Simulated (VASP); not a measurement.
# K (P6_3/mmc) in VASP: single point with LDA

Aim: the single point of K with LDA.

All numbers are computed with VASP 6.6.1; they aren't measurements. Logs are shortened: lines on timing, memory, paths and dates and some standing lists are left out, and cuts for length are marked.

### 1 The cell of the first run

Symmetry: P6_3/mmc, No. 194, hexagonal system. The conventional cell has a = 4.510 Å, b = 4.510 Å, c = 7.343 Å, α = 90.00°, β = 90.00°, γ = 120.00°.

This isn't the form of K at room conditions, which is bcc.

### 2 Single point, LDA, non-collinear spin, zero start, spin-orbit coupling

The input, INCAR:

```
SYSTEM = K
PREC     = Accurate       ! precision mode
ENCUT    = 520            ! plane-wave cutoff, eV
EDIFF    = 1E-6           ! SCF threshold, eV
ISMEAR   = -1             ! smearing method
SIGMA    = 0.1            ! smearing width, eV
LREAL    = .False.        ! projectors in reciprocal space
LASPH    = .True.         ! aspherical terms in the spheres
NELM     = 150            ! most SCF steps
ALGO     = Normal         ! electronic algorithm
ISIF     = 2              ! what is computed and relaxed
LWAVE    = .False.        ! write WAVECAR
LCHARG   = .False.        ! write CHGCAR
LNONCOLLINEAR= .True.         ! non-collinear magnetism
MAGMOM   = 0 0 0 0 0 0    ! initial moments
LORBIT   = 11             ! projections on sites
LSORBIT  = .True.         ! spin-orbit coupling
GGA_COMPAT= .False.      
LORBMOM  = .True.       
GGA      = CA             ! functional
NBANDS   = 30             ! bands
```

The input, KPOINTS:

```
regular mesh
0
Gamma
  8 8 5
  0 0 0
```

The input, POSCAR:

```
K
1.0
    4.5097235529      0.0000000000      0.0000000000
   -2.2548617764      3.9055351608      0.0000000000
    0.0000000000      0.0000000000      7.3432115612
K
2
Direct
    0.3333333333      0.6666666667      0.2500000000
    0.6666666667      0.3333333333      0.7500000000
```

Potentials or basis: VASP PAW LDA potentials, release 64 (K_sv).

Run with:

```bash
$ cat potpaw_LDA.64/K_sv/POTCAR > POTCAR
$ mpirun -np 1 vasp_ncl > vasp.out
```

OUTCAR:

```text
SYSTEM = K
   PREC = Accurate
   ENCUT = 520
   EDIFF = 1E-6
   ISMEAR = -1
   LREAL = .False.
   LASPH = .True.
   NELM = 150
   ISIF = 2
   LNONCOLLINEAR = .True.
   LORBIT = 11
   LSORBIT = .True.
   GGA = CA

 ion  position               nearest neighbor table
   1  0.333  0.667  0.250-
   2  0.667  0.333  0.750-

  LATTYP: Found a hexagonal cell.
 ALAT       =     4.5097235529
 C/A-ratio  =     1.6283063640

  Lattice vectors:

 A1 = (   4.5097235529,   0.0000000000,   0.0000000000)
 A2 = (  -2.2548617764,   3.9055351608,   0.0000000000)
 A3 = (   0.0000000000,   0.0000000000,   7.3432115612)

Analysis of symmetry for initial positions (statically):
=====================================================================
 Subroutine PRICEL returns:
 Original cell was already a primitive cell.

 Routine SETGRP: Setting up the symmetry group for a
 hexagonal supercell.

 Subroutine GETGRP returns: Found 24 space group operations
 (whereof 12 operations were pure point group operations)
 out of a pool of 24 trial point group operations.

The static configuration has the point symmetry D_3d.
 The point group associated with its full space group is D_6h.

Analysis of symmetry for dynamics (positions and initial velocities):
=====================================================================
 Subroutine PRICEL returns:
 Original cell was already a primitive cell.

 Routine SETGRP: Setting up the symmetry group for a
 hexagonal supercell.

 Subroutine GETGRP returns: Found 24 space group operations
 (whereof 12 operations were pure point group operations)
 out of a pool of 24 trial point group operations.

The dynamic configuration has the point symmetry D_3d.
 The point group associated with its full space group is D_6h.

Analysis of structural, dynamic, and magnetic symmetry:
=====================================================================
 Subroutine PRICEL returns:
 Original cell was already a primitive cell.

 Routine SETGRP: Setting up the symmetry group for a
 hexagonal supercell.

 Subroutine GETGRP returns: Found 24 space group operations
 (whereof 12 operations were pure point group operations)
 out of a pool of 24 trial point group operations.

The overall configuration has the point symmetry D_3d.
 The point group associated with its full space group is D_6h.

 Subroutine INISYM returns: Found 24 space group operations
[... 972 lines left out ...]
     -0.00000      2.60369      1.83580         0.000000     -0.000000      0.000000
      2.25486      1.30185      5.50741        -0.000000      0.000000      0.000000
 -----------------------------------------------------------------------------------
    total drift:                               -0.000000      0.000000     -0.000000

  FREE ENERGIE OF THE ION-ELECTRON SYSTEM (eV)
  ---------------------------------------------------
  free  energy   TOTEN  =        -2.3616364021 eV

  energy  without entropy=       -2.3095371927  energy(sigma->0) =       -2.33558680

 orbital moment (x)

 # of ion     p       d       tot
 ----------------------------------------
  1        -0.000  -0.000  -0.000
  2        -0.000  -0.000  -0.000
 ----------------------------------------
           -0.000  -0.000  -0.000

 orbital moment (y)

 # of ion     p       d       tot
 ----------------------------------------
  1        -0.000   0.000  -0.000
  2         0.000   0.000   0.000
 ----------------------------------------
           -0.000   0.000  -0.000

 orbital moment (z)

 # of ion     p       d       tot
 ----------------------------------------
  1         0.000   0.000   0.000
  2         0.000   0.000   0.000
 ----------------------------------------
            0.000   0.000   0.000

 Spin-Orbit-Coupling matrix elements

 Ion:    1  E_soc:     -0.0087233
 l=   1
     0.0000000    -0.0014539    -0.0014540
    -0.0014539     0.0000000    -0.0014539
    -0.0014540    -0.0014539     0.0000000
 l=   2
     0.0000000     0.0000000     0.0000000     0.0000000     0.0000000
     0.0000000     0.0000000     0.0000000     0.0000000     0.0000000
     0.0000000     0.0000000     0.0000000     0.0000000     0.0000000
     0.0000000     0.0000000     0.0000000     0.0000000     0.0000000
     0.0000000     0.0000000     0.0000000     0.0000000     0.0000000
 l=   3
     0.0000000     0.0000000     0.0000000     0.0000000     0.0000000     0.0000000     0.0000000
     0.0000000     0.0000000     0.0000000     0.0000000     0.0000000     0.0000000     0.0000000
     0.0000000     0.0000000     0.0000000     0.0000000     0.0000000     0.0000000     0.0000000
     0.0000000     0.0000000     0.0000000     0.0000000     0.0000000     0.0000000     0.0000000
     0.0000000     0.0000000     0.0000000     0.0000000     0.0000000     0.0000000     0.0000000
     0.0000000     0.0000000     0.0000000     0.0000000     0.0000000     0.0000000     0.0000000
     0.0000000     0.0000000     0.0000000     0.0000000     0.0000000     0.0000000     0.0000000

 Ion:    2  E_soc:     -0.0087233
 l=   1
     0.0000000    -0.0014539    -0.0014540
    -0.0014539     0.0000000    -0.0014539
    -0.0014540    -0.0014539     0.0000000
 l=   2
     0.0000000     0.0000000     0.0000000     0.0000000     0.0000000
     0.0000000     0.0000000     0.0000000     0.0000000     0.0000000
     0.0000000     0.0000000     0.0000000     0.0000000     0.0000000
     0.0000000     0.0000000     0.0000000     0.0000000     0.0000000
     0.0000000     0.0000000     0.0000000     0.0000000     0.0000000
 l=   3
     0.0000000     0.0000000     0.0000000     0.0000000     0.0000000     0.0000000     0.0000000
     0.0000000     0.0000000     0.0000000     0.0000000     0.0000000     0.0000000     0.0000000
     0.0000000     0.0000000     0.0000000     0.0000000     0.0000000     0.0000000     0.0000000
     0.0000000     0.0000000     0.0000000     0.0000000     0.0000000     0.0000000     0.0000000
     0.0000000     0.0000000     0.0000000     0.0000000     0.0000000     0.0000000     0.0000000
     0.0000000     0.0000000     0.0000000     0.0000000     0.0000000     0.0000000     0.0000000
     0.0000000     0.0000000     0.0000000     0.0000000     0.0000000     0.0000000     0.0000000

 total charge

# of ion       s       p       d       tot
------------------------------------------
    1        1.985   5.539   0.007   7.531
    2        1.985   5.539   0.007   7.531
--------------------------------------------------
tot          3.969  11.078   0.014  15.061

 magnetization (x)

# of ion       s       p       d       tot
------------------------------------------
    1       -0.000  -0.000  -0.000  -0.000
    2        0.000  -0.000  -0.000  -0.000
--------------------------------------------------
tot         -0.000  -0.000  -0.000  -0.000

 magnetization (y)

# of ion       s       p       d       tot
------------------------------------------
    1        0.000   0.000   0.000   0.000
    2       -0.000  -0.000   0.000  -0.000
--------------------------------------------------
tot         -0.000  -0.000   0.000  -0.000

 magnetization (z)

# of ion       s       p       d       tot
------------------------------------------
    1        0.000   0.000   0.000   0.000
    2        0.000   0.000   0.000   0.000
--------------------------------------------------
tot          0.000   0.000   0.000   0.000
```

stdout:

```text
POSCAR found type information on POSCAR K
 POSCAR found :  1 types and       2 ions
 scaLAPACK will be used
 LDA part: xc-table for (Slater(with rela. corr.)+CA(PZ))
 , standard interpolation
 POSCAR, INCAR and KPOINTS ok, starting setup
 FFT: planning ... GRIDC
 FFT: planning ... GRID_SOFT
 FFT: planning ... GRID
 WAVECAR not read
 entering main loop
```

Wall time 5.9 min (1 thread of Intel Xeon 8259CL, shared host); peak memory 0.46 GiB.

What came out:

```yaml
Free_energy: -2.3616 eV
Pressure: 0.0 GPa
Net_moment: 0.00 μB per cell
Valence_electrons_inside_the_program's_atomic_spheres: K 7.53
```

Moments on the atoms (μB; x, y, z):
```
K   0.00 0.00 0.00
K   0.00 0.00 0.00
```
